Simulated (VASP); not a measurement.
# ZnO (zincite) (P6_3mc) in VASP: settings compared

Aim: see how the results for ZnO (zincite) move with the level of theory and the settings. Levels: PBE, LDA. Tasks: single point.

Program: VASP 6.6.1. These are calculated values, not measurements. Logs are shortened: lines on timing, memory, paths and dates and some standing lists are left out, and cuts for length are marked.

**1. The cell of the first run**

Symmetry: P6_3mc, No. 186, hexagonal system. The conventional cell has a = 3.249 Å, b = 3.249 Å, c = 5.206 Å, α = 90.00°, β = 90.00°, γ = 120.00°. Within 2.6 Å of Zn (site symmetry 3m) lie 4 O at 1.97 to 1.98 Å. O (site symmetry 3m) has 4 Zn at 1.97 to 1.98 Å within 2.6 Å.

**2. Single point, PBE**

Contents of INCAR:

```
ALGO = Normal ; EDIFF = 1E-6
ENCUT = 520 ; GGA = PE
ISIF = 2 ; ISMEAR = -1
LASPH = True ; LCHARG = False
LREAL = False ; LWAVE = False
NBANDS = 26 ; NELM = 60
PREC = Accurate ; SIGMA = 0.05
```

Contents of KPOINTS:

```
k-points
0
Gamma
  9 9 5
```

Contents of POSCAR:

```
ZnO
1.0
    3.2493080000      0.0000000000      0.0000000000
   -1.6246540000      2.8139832727      0.0000000000
    0.0000000000      0.0000000000      5.2057090000
Zn O
2 2
Direct
    0.6666666667      0.3333333333      0.0000000000
    0.3333333333      0.6666666667      0.5000000000
    0.3333333333      0.6666666667      0.8790100000
    0.6666666667      0.3333333333      0.3790100000
```

Potentials or basis: VASP PAW PBE potentials, release 64 (Zn, O).

Launch:

```sh
$ cat potpaw_PBE.64/Zn/POTCAR potpaw_PBE.64/O/POTCAR > POTCAR
$ mpirun -np 1 vasp_std > vasp.out
```

OUTCAR:

```text
EDIFF = 1E-6
   ENCUT = 520
   GGA = PE
   ISIF = 2
   ISMEAR = -1
   LASPH = True
   LREAL = False
   NELM = 60
   PREC = Accurate

 ion  position               nearest neighbor table
   1  0.667  0.333  0.000-   4 1.97   3 1.98   3 1.98   3 1.98
   2  0.333  0.667  0.500-   3 1.97   4 1.98   4 1.98   4 1.98
   3  0.333  0.667  0.879-   2 1.97   1 1.98   1 1.98   1 1.98
   4  0.667  0.333  0.379-   1 1.97   2 1.98   2 1.98   2 1.98

  LATTYP: Found a hexagonal cell.
 ALAT       =     3.2493080000
 C/A-ratio  =     1.6020977390

  Lattice vectors:

 A1 = (   3.2493080000,   0.0000000000,   0.0000000000)
 A2 = (  -1.6246540000,   2.8139832727,   0.0000000000)
 A3 = (   0.0000000000,   0.0000000000,   5.2057090000)

Analysis of symmetry for initial positions (statically):
=====================================================================
 Subroutine PRICEL returns:
 Original cell was already a primitive cell.

 Routine SETGRP: Setting up the symmetry group for a
 hexagonal supercell.

 Subroutine GETGRP returns: Found 12 space group operations
 (whereof  6 operations were pure point group operations)
 out of a pool of 24 trial point group operations.

The static configuration has the point symmetry C_3v.
 The point group associated with its full space group is C_6v.

Analysis of symmetry for dynamics (positions and initial velocities):
=====================================================================
 Subroutine PRICEL returns:
 Original cell was already a primitive cell.

 Routine SETGRP: Setting up the symmetry group for a
 hexagonal supercell.

 Subroutine GETGRP returns: Found 12 space group operations
 (whereof  6 operations were pure point group operations)
 out of a pool of 24 trial point group operations.

The dynamic configuration has the point symmetry C_3v.
 The point group associated with its full space group is C_6v.

 Subroutine INISYM returns: Found 12 space group operations
 (whereof  6 operations are pure point group operations),
 and found     1 'primitive' translations

----------------------------------------------------------------------------------------

                                     Primitive cell

  volume of cell :      47.5984

  direct lattice vectors                    reciprocal lattice vectors
     3.249308000  0.000000000  0.000000000     0.307757836  0.177684070  0.000000000
    -1.624654000  2.813983273  0.000000000     0.000000000  0.355368139  0.000000000
     0.000000000  0.000000000  5.205709000     0.000000000  0.000000000  0.192096792

  length of vectors
     3.249308000  3.249308000  5.205709000     0.355368139  0.355368139  0.192096792

  position of ions in fractional coordinates (direct lattice)
     0.666666667  0.333333333  0.000000000
     0.333333333  0.666666667  0.500000000
     0.333333333  0.666666667  0.879010000
     0.666666667  0.333333333  0.379010000

  ion indices of the primitive-cell ions
   primitive index   ion index
                 1           1
                 2           2
                 3           3
                 4           4

----------------------------------------------------------------------------------------

 KPOINTS: k-points

Automatic generation of k-mesh.
 Grid dimensions read from file:
 generate k-points for:    9    9    5

 Generating k-lattice:

  Cartesian coordinates                     Fractional coordinates (reciprocal lattice)
     0.034195315  0.019742674  0.000000000     0.111111111  0.000000000  0.000000000
     0.000000000  0.039485349  0.000000000     0.000000000  0.111111111  0.000000000
     0.000000000  0.000000000  0.038419358     0.000000000  0.000000000  0.200000000

  Length of vectors
     0.039485349  0.039485349  0.038419358

  Shift w.r.t. Gamma in fractional coordinates (k-lattice)
     0.000000000  0.000000000  0.000000000

 Subroutine IBZKPT returns following result:
 ===========================================

 Found     36 irreducible k-points:

 Following reciprocal coordinates:
            Coordinates               Weight
  0.000000  0.000000  0.000000      1.000000
  0.111111  0.000000  0.000000      6.000000
  0.222222  0.000000  0.000000      6.000000
  0.333333  0.000000  0.000000      6.000000
  0.444444  0.000000  0.000000      6.000000
  0.111111  0.111111  0.000000      6.000000
[... 16 lines left out ...]
  0.333333  0.222222  0.200000     24.000000
  0.333333  0.333333  0.200000      4.000000
 [... further k-points ...]
   k-points           NKPTS =     36   k-points in BZ     NKDIM =     36   number of bands    NBANDS=     26
   number of dos      NEDOS =    301   number of ions     NIONS =      4
   total plane-waves  NPLWV =  23040
   dimension x,y,z NGX =    24 NGY =   24 NGZ =   40
   dimension x,y,z NGXF=    48 NGYF=   48 NGZF=   80
   ions per type =               2   2
   NGX,Y,Z   is equivalent  to a cutoff of  12.28, 12.28, 12.77 a.u.
   NGXF,Y,Z  is equivalent  to a cutoff of  24.56, 24.56, 25.55 a.u.
 SYSTEM =  unknown system
   PREC   = accura    normal or accurate (medium, high low for compatibility)
   ISTART =      0    job   : 0-new  1-cont  2-samecut
   ICHARG =      2    charge: 1-file 2-atom 10-const
   ISPIN  =      1    spin polarized calculation?
   LNONCOLLINEAR =      F non collinear calculations
   LSORBIT =      F    spin-orbit coupling
   LASPH  =      T    aspherical Exc in radial PAW
   ENCUT  =  520.0 eV  38.22 Ry    6.18 a.u.   6.04  6.04  9.68*2*pi/ulx,y,z
   NELM   =     60;   NELMIN=  2; NELMDL= -5     # of ELM steps
   EDIFF  = 0.1E-05   stopping-criterion for ELM
   LREAL  =      F    real-space projection
   EDIFFG = 0.1E-04   stopping-criterion for IOM
   NSW    =      0    number of steps for IOM
   IBRION =     -1    ionic relax: 0-MD 1-quasi-New 2-CG
   NFREE  =      0    steps in history (QN), initial steepest desc. (CG)
   ISIF   =      2    stress and relaxation
   ISYM   =      2    0-nonsym 1-usesym 2-fastsym
   POTIM  = 0.5000    time-step for ionic-motion
   TEBEG  =    0.0;   TEEND  =   0.0 temperature during run
   PSTRESS=    0.0 pullay stress
   NELECT =      36.0000    total number of electrons
   NUPDOWN=      -1.0000    fix difference up-down
   EMIN   =  10.00;   EMAX   =-10.00  energy-range for DOS
   EFERMI =   0.00;   METHOD = LEGACY
   ISMEAR =    -1;   SIGMA  =   0.05  broadening in eV -4-tet -1-fermi 0-gaus
   EFERMI_NEDOS =   21; number of points for ismear=-14 and -15
   IALGO  =     38    algorithm
   IMIX   =      4    mixing-type and parameters
     AMIX     =   0.40;   BMIX     =  1.00
     AMIX_MAG =   1.60;   BMIX_MAG =  1.00
  volume/ion in A,a.u.               =      11.90        80.30
  Fermi-wavevector in a.u.,A,eV,Ry     =   1.491574  2.818667 30.270160  2.224794
  Thomas-Fermi vector in A             =   2.604212
   LORBIT       =      0    0 simple, 1 ext, 2 COOP (PROOUT), +10 PAW based schemes
   GGA     = PE    functional components
   LHFCALC =     F    Hartree Fock is set to
   AEXX    =    0.0000 exact exchange contribution
   IVDW    =     0    specifies the selected vdW correction
   LEPSILON=     F    determine dielectric tensor
   LRPA    =     F    only Hartree local field effects (RPA)
 non-spin polarized calculation
  energy-cutoff  :      520.00
  volume of cell :       47.60
 maximum number of plane-waves:      1308
   NGX = 13   NGY = 13   NGZ = 19

 number of electron      36.0000017 magnetization

 Free energy of the ion-electron system (eV)
  ---------------------------------------------------
  ext. energy  EPLUGINS =         0.00000000
  ---------------------------------------------------
  free energy    TOTEN  =       -17.82215567 eV

  energy without entropy =      -17.82215175  energy(sigma->0) =      -17.82215371

 E-fermi :   1.6361     XC(G=0): -10.9115

 val. band max:        1.2007835525   @ k =   0.0000   0.0000   0.0000
 cond. band min:       1.9907517723   @ k =   0.0000   0.0000   0.0000
 fundamental gap:      0.7899682197
 Fermi energy:         1.6360599172

 k-point     1 :       0.0000    0.0000    0.0000
  band No.  band energies     occupation
      1     -16.8876      2.00000
      2     -16.1564      2.00000
      3      -4.4872      2.00000
      4      -4.4872      2.00000
      5      -4.4477      2.00000
      6      -4.4263      2.00000
[... 18 lines left out ...]
     25      15.3278      0.00000
     26      15.3278      0.00000

 k-point     2 :       0.1111    0.0000    0.0000
  band No.  band energies     occupation
      1     -16.8206      2.00000
      2     -16.1274      2.00000
      3      -4.5656      2.00000
      4      -4.4488      2.00000
      5      -4.4066      2.00000
      6      -4.3444      2.00000
[... 18 lines left out ...]
     25      15.4704      0.00000
     26      15.4731      0.00000

 k-point     3 :       0.2222    0.0000    0.0000
  band No.  band energies     occupation
      1     -16.6415      2.00000
      2     -16.0581      2.00000
      3      -4.7141      2.00000
      4      -4.3911      2.00000
      5      -4.3591      2.00000
      6      -4.2578      2.00000
[... 18 lines left out ...]
     25      14.7205      0.00000
     26      15.4437      0.00000

 k-point     4 :       0.3333    0.0000    0.0000
  band No.  band energies     occupation
      1     -16.4138      2.00000
      2     -15.9946      2.00000
      3      -4.7952      2.00000
      4      -4.4385      2.00000
      5      -4.2780      2.00000
      6      -4.0866      2.00000
[... 18 lines left out ...]
     25      14.5921      0.00000
     26      15.2719      0.00000

 k-point     5 :       0.4444    0.0000    0.0000
  band No.  band energies     occupation
      1     -16.2345      2.00000
      2     -15.9783      2.00000
      3      -4.7456      2.00000
      4      -4.5017      2.00000
      5      -4.2405      2.00000
      6      -3.9072      2.00000
[... 18 lines left out ...]
     25      14.4185      0.00000
     26      15.3925      0.00000

 k-point     6 :       0.1111    0.1111    0.0000
  band No.  band energies     occupation
      1     -16.6974      2.00000
      2     -16.0783      2.00000
      3      -4.6434      2.00000
      4      -4.4517      2.00000
      5      -4.3481      2.00000
      6      -4.3021      2.00000
[... 427 lines left out ...]
 k-point    21 :       0.4444    0.1111    0.2000
  band No.  band energies     occupation
      1     -16.1581      2.00000
      2     -15.9973      2.00000
      3      -4.7283      2.00000
      4      -4.5598      2.00000
      5      -4.2314      2.00000
      6      -3.9506      2.00000
[... 18 lines left out ...]
     25      14.1661      0.00000
     26      15.1560      0.00000

 k-point    22 :       0.2222    0.2222    0.2000
  band No.  band energies     occupation
      1     -16.2700      2.00000
      2     -16.0054      2.00000
      3      -4.6512      2.00000
      4      -4.5677      2.00000
      5      -4.1970      2.00000
      6      -4.1660      2.00000
[... 18 lines left out ...]
     25      13.2625      0.00000
     26      16.4986      0.00000

 k-point    23 :       0.3333    0.2222    0.2000
  band No.  band energies     occupation
      1     -16.1273      2.00000
      2     -15.9969      2.00000
      3      -4.5827      2.00000
      4      -4.4106      2.00000
      5      -4.2393      2.00000
      6      -4.0298      2.00000
[... 18 lines left out ...]
     25      14.0674      0.00000
     26      15.5469      0.00000

 k-point    24 :       0.3333    0.3333    0.2000
  band No.  band energies     occupation
      1     -16.0364      2.00000
      2     -16.0364      2.00000
      3      -4.4944      2.00000
      4      -4.2869      2.00000
      5      -4.2869      2.00000
      6      -3.9212      2.00000
[... 18 lines left out ...]
     25      14.7517      0.00000
     26      15.7867      0.00000

 [... further k-points ...]
[... 5 lines left out ...]
  --------------------------------------------------------------------------------------
  -------------------------------------------------------------------------------------
  Total        1.6128820      1.6128820      2.1360812      0.0000000      0.0000000      0.0000000
  in kB       54.2901324     54.2901324     71.9011877      0.0000000      0.0000000      0.0000000
  external PRESSURE =      60.1604841 kB  Pullay stress =       0.0000000 kB

 VOLUME and BASIS-vectors are now :
 -----------------------------------------------------------------------------
  energy-cutoff  :      520.00
  volume of cell :       47.60
      direct lattice vectors                 reciprocal lattice vectors
     3.249308000  0.000000000  0.000000000     0.307757836  0.177684070  0.000000000
    -1.624654000  2.813983273  0.000000000     0.000000000  0.355368139  0.000000000
     0.000000000  0.000000000  5.205709000     0.000000000  0.000000000  0.192096792

 POSITION                                       TOTAL-FORCE (eV/Angst)
 -----------------------------------------------------------------------------------
      1.62465      0.93799      0.00000         0.000000      0.000000     -0.074085
     -0.00000      1.87599      2.60285        -0.000000      0.000000     -0.074085
     -0.00000      1.87599      4.57587        -0.000000      0.000000      0.074085
      1.62465      0.93799      1.97302         0.000000     -0.000000      0.074085
 -----------------------------------------------------------------------------------
    total drift:                               -0.000000     -0.000000     -0.000191

  FREE ENERGIE OF THE ION-ELECTRON SYSTEM (eV)
  ---------------------------------------------------
  free  energy   TOTEN  =       -17.8221556687 eV

  energy  without entropy=      -17.8221517542  energy(sigma->0) =      -17.82215371
```

Wall time 17 s (1 thread of Intel Xeon 6975P-C (Granite Rapids), shared host); peak memory 0.17 GiB.

Results:

- Free energy: -17.8222 eV
- Pressure: 6.0 GPa
- Largest force: 0.074 eV/Å
- Band gap on the k mesh: 0.79 eV, direct

Forces on the atoms (eV/Å):
```
Zn   0.000  0.000 -0.074
Zn   0.000  0.000 -0.074
O    0.000  0.000  0.074
O    0.000  0.000  0.074
```

PBE gaps usually lie below the measured ones, often by a third to a half.

**3. Single point, LDA**

Contents of INCAR:

```
SYSTEM = ZnO
  PREC = Accurate
  ENCUT = 520
  EDIFF = 1E-6
  ISMEAR = -1
  SIGMA = 0.05
  LREAL = .FALSE.
  LASPH = .TRUE.
  NELM = 60
  ALGO = Normal
  ISIF = 2
  LWAVE = .FALSE.
  LCHARG = .FALSE.
  NBANDS = 26
```

Contents of KPOINTS:

```
Automatic mesh
0
G
  9 9 5
  0 0 0
```

POSCAR is that of step 2.

Potentials or basis: VASP PAW LDA potentials, release 64 (Zn, O).

Launch:

```sh
$ cat potpaw_LDA.64/Zn/POTCAR potpaw_LDA.64/O/POTCAR > POTCAR
$ mpirun -np 1 vasp_std > vasp.out
```

It took 14 s on 1 thread of Intel Xeon 6975P-C (Granite Rapids), shared host; peak memory 0.16 GiB.

Results (log left out):

```yaml
Free_energy: -21.1217 eV
Pressure: -6.1 GPa
Largest_force: 0.056 eV/Å
Band_gap_on_the_k_mesh: 0.74 eV, direct
```

Forces in eV/Å, atoms in the order of the input:
```
Zn   0.000  0.000 -0.056
Zn   0.000  0.000 -0.056
O    0.000  0.000  0.056
O    0.000  0.000  0.056
```

Stress tensor (GPa, compression positive):
```
-6.67  0.00  0.00
 0.00 -6.67  0.00
 0.00  0.00 -4.87
```

Levels at points of the mesh, in eV from the valence-band top:
```tsv
k point	band 14	band 15	band 16	band 17	band 18	band 19	band 20	band 21	band 22	band 23
(0.00, 0.00, 0.00)	-0.82	-0.82	-0.07	0.00	0.00	0.74	5.09	8.13	12.64	12.64
```

**4. Single point, PBE**

This run uses another cell than the first one, of 11.19 Å³/atom, 0.940 times its volume.

Contents of INCAR:

```
SYSTEM = ZnO
ALGO     = Normal         ! electronic algorithm
EDIFF    = 1E-6           ! SCF threshold, eV
ENCUT    = 520            ! plane-wave cutoff, eV
GGA      = PE             ! functional
ISIF     = 2              ! what is computed and relaxed
ISMEAR   = -1             ! smearing method
LASPH    = .TRUE.         ! aspherical terms in the spheres
LCHARG   = .FALSE.        ! write CHGCAR
LREAL    = .FALSE.        ! projectors in reciprocal space
LWAVE    = .FALSE.        ! write WAVECAR
NBANDS   = 26             ! bands
NELM     = 100            ! most SCF steps
PREC     = Accurate       ! precision mode
SIGMA    = 0.05           ! smearing width, eV
```

Contents of KPOINTS:

```
k-points
0
G
  9 9 5
  0 0 0
```

Contents of POSCAR:

```
ZnO
1.0
    3.1829769797      0.0000000000      0.0000000000
   -1.5914884899      2.7565389241      0.0000000000
    0.0000000000      0.0000000000      5.0994402224
Zn O
2 2
Direct
    0.6666666667      0.3333333333      0.0000000000
    0.3333333333      0.6666666667      0.5000000000
    0.3333333333      0.6666666667      0.8790100000
    0.6666666667      0.3333333333      0.3790100000
```

Potentials or basis: VASP PAW PBE potentials, release 64 (Zn, O).

Launch:

```sh
$ cat potpaw_PBE.64/Zn/POTCAR potpaw_PBE.64/O/POTCAR > POTCAR
$ mpirun -np 1 vasp_std > vasp.out
```

Run time: 26 s. Hardware: 1 thread of Intel Xeon Platinum 8488C (Sapphire Rapids), shared host; peak memory 0.18 GiB.

The run converged. Its results:

```yaml
Free_energy: -17.6205 eV
Pressure: 17.0 GPa
Largest_force: 0.097 eV/Å
Band_gap_on_the_k_mesh: 0.88 eV, direct
```

Forces in eV/Å, atoms in the order of the input:
```
Zn   0.000  0.000 -0.097
Zn   0.000  0.000 -0.097
O    0.000  0.000  0.097
O    0.000  0.000  0.097
```

Stress tensor (GPa, compression positive):
```
16.27  0.00  0.00
 0.00 16.27  0.00
 0.00  0.00 18.37
```

Levels at points of the mesh, in eV from the valence-band top:
| k point | band 14 | band 15 | band 16 | band 17 | band 18 | band 19 | band 20 | band 21 | band 22 | band 23 |
| --- | --- | --- | --- | --- | --- | --- | --- | --- | --- | --- |
| (0.00, 0.00, 0.00) | -0.89 | -0.89 | -0.09 | 0.00 | 0.00 | 0.88 | 5.44 | 8.47 | 13.16 | 13.16 |

A hybrid or GW would open this gap; PBE tends to underestimate it.

**5. Overview**

```csv
level,potentials or basis,cell,gap on the mesh (eV),pressure (GPa),largest force (eV/Å)
PBE,"VASP PAW PBE potentials, release 64 (Zn, O)","a = 3.249, b = 3.249, c = 5.206 Å, angles 90.0, 90.0, 120.0°, 4 atoms",0.79,6.0,0.07
LDA,"VASP PAW LDA potentials, release 64 (Zn, O)","a = 3.249, b = 3.249, c = 5.206 Å, angles 90.0, 90.0, 120.0°, 4 atoms",0.74,-6.1,0.06
PBE,"VASP PAW PBE potentials, release 64 (Zn, O)","a = 3.183, b = 3.183, c = 5.099 Å, angles 90.0, 90.0, 120.0°, 4 atoms",0.88,17.0,0.10
```

Alike in all rows: task single point; no spin polarisation; k mesh 9 × 9 × 5; cutoff (eV) 520; smearing fermi-dirac 0.05 eV.

Absolute energies hang on the potentials; compare differences alone.
